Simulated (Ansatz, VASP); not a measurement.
## One calculation of SiO2, two programs

The input INCAR:

```
ALGO = Normal
EDIFF = 1E-6
ENCUT = 520
GGA = PE
ISIF = 2
ISMEAR = -1
LASPH = T
LCHARG = T
LELF = T
LREAL = F
LVHAR = T
LWAVE = F
NBANDS = 25
NELM = 60
PREC = Accurate
SIGMA = 0.1
```

Contents of KPOINTS:

```
k-points
0
Gamma
  7 7 10
```

File POSCAR:

```
SiO2
1.0
    3.7588564141      0.0000000000      0.0000000000
    0.0000000000      3.7588564141      0.0000000000
    0.0000000000      0.0000000000      2.4604383324
Si O
2 4
Direct
    0.0000000000      0.0000000000      0.0000000000
    0.5000000000      0.5000000000      0.5000000000
    0.2997195273      0.2997195273      0.0000000000
    0.7002804727      0.7002804727      0.0000000000
    0.7997195273      0.2002804727      0.5000000000
    0.2002804727      0.7997195273      0.5000000000
```

Input for Ansatz:

```yaml
crystal:
  lattice:
    - [3.7588564141, 0.0, 0.0]
    - [0.0, 3.7588564141, 0.0]
    - [0.0, 0.0, 2.4604383324]
  atoms:
    - { symbol: Si, position: [0.0, 0.0, 0.0] }
    - { symbol: Si, position: [0.5, 0.5, 0.5] }
    - { symbol: O, position: [0.2997195273, 0.2997195273, 0.0] }
    - { symbol: O, position: [0.7002804727, 0.7002804727, 0.0] }
    - { symbol: O, position: [0.7997195273, 0.2002804727, 0.5] }
    - { symbol: O, position: [0.2002804727, 0.7997195273, 0.5] }
kpoints:
  mp_grid: { grid: [7, 7, 10] }
scf:
  occupations: { method: fermi_dirac, width: 0.1 }
hamiltonian:
  xc: pbe
  pseudopotentials: { kind: paw }
output:
  forces: true
  stress: true
  eigenvalues: true
  populations: true
```

Change from the starting cell: volume scaled by 0.72, PAW files.

Alike in both runs: task single point; functional PBE; k mesh 7 × 7 × 10; occupations fermi-dirac, width 0.1 eV; no spin polarisation.

```csv
,VASP,Ansatz
version,VASP 6.6.1,Ansatz 0.2.0
potentials or method,"VASP PAW PBE potentials, release 64 (Si, O)","PAW with Ansatz's default frozen-core files, scalar-relativistic"
plane-wave cutoff (eV),520,420
valence electrons in the cell,32,32
```

|  | VASP | Ansatz | Ansatz less VASP |
| --- | --- | --- | --- |
| gap on the k mesh at the Fermi level (eV) | 7.09 | 7.12 | +0.037 |
| pressure (GPa) | 185.0 | 183.6 | -1.44 |
| traceless stress, the component that is largest in VASP (GPa) | 0.60 | 0.01 | -0.592 |
| rms of the force components (eV/Å) | 0.007 | 0.000 | -0.0066 |

Atom by atom the forces differ by 0.007 eV/Å (rms over components). Both programs put the cell under a high pressure, so it lies far from rest at this level.

Noted on VASP's run: the cell as given lies far from equilibrium.
